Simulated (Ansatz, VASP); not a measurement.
# CdTe: VASP beside Ansatz

```xyz
2
Lattice="0.0000 3.2800 3.2800 3.2800 0.0000 3.2800 3.2800 3.2800 0.0000" Properties=species:S:1:pos:R:3 pbc="T T T"
Cd    0.0000    0.0000    0.0000
Te    1.6400    1.6400    1.6400
```

Alike in both runs: task single point; functional r2SCAN; k mesh 4 × 4 × 4; no spin polarisation.

```csv
,VASP,Ansatz
version,VASP 6.6.1,Ansatz 0.2.0
potentials or method,"VASP PAW PBE potentials, release 64 (Cd, Te)",plane waves
plane-wave cutoff (eV),520,500
occupations,"methfessel-paxton of order 1, width 0.001 eV","cold, width 0.001 eV"
valence electrons in the cell,18,36
```

|  | VASP | Ansatz | Ansatz less VASP |
| --- | --- | --- | --- |
| gap on the k mesh at the Fermi level (eV) | 1.14 | 1.15 | +0.007 |
| pressure (GPa) | 0.3 | 0.1 | -0.12 |

VASP's potentials were made for PBE, not for r2SCAN. VASP's potentials hold 18 valence electrons a cell and Ansatz's 36, so a difference there can come from the potentials and not from the codes.

Neither program's run includes spin-orbit coupling.
